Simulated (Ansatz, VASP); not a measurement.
**Sc3Ga2As in VASP and in Ansatz**

```
Sc Ga As
1.0
     3.51052    0.00000    0.00000
     0.00000    3.51052    0.00000
     0.00000    0.00000    9.32375
Sc Ga As
3 2 1
Direct
  0.50000 0.50000 0.15883
  0.50000 0.50000 0.50000
  0.50000 0.50000 0.84117
  0.00000 0.00000 0.33621
  0.00000 0.00000 0.66379
  0.00000 0.00000 0.00000
```

Change from the starting cell: species swapped into the Mg3HgAu2 type (P4/mmm, No. 123).

Alike in both runs: functional PBE; k mesh 6 × 6 × 2; occupations gaussian, width 0.1 eV; no spin polarisation.

Ansatz relaxed the structure, and its values are those at the end. VASP's run is a single point on that final structure, the one shown.

|  | VASP | Ansatz |
| --- | --- | --- |
| version | VASP 6.6.1 | Ansatz 0.2.0 |
| potentials or method | VASP PAW PBE potentials, release 64 (Sc_sv, Ga_d, As), cutoff 520 eV | scalar-relativistic, plane waves, PAW |
| valence electrons in the cell | 64 | 74 |

```tsv
	VASP	Ansatz	Ansatz less VASP
gap on the k mesh at the Fermi level (eV)	none	none	-
pressure (GPa)	0.3	0.1	-0.19
rms of the force components (eV/Å)	0.016	0.012	-0.0041
```

A gap of «none» marks a metal or a gap that the smearing closes. The functional is the same, so the differences come from potentials, cutoffs and numerics. VASP's potentials hold 64 valence electrons a cell and Ansatz's 74, so a difference there can come from the potentials and not from the codes.
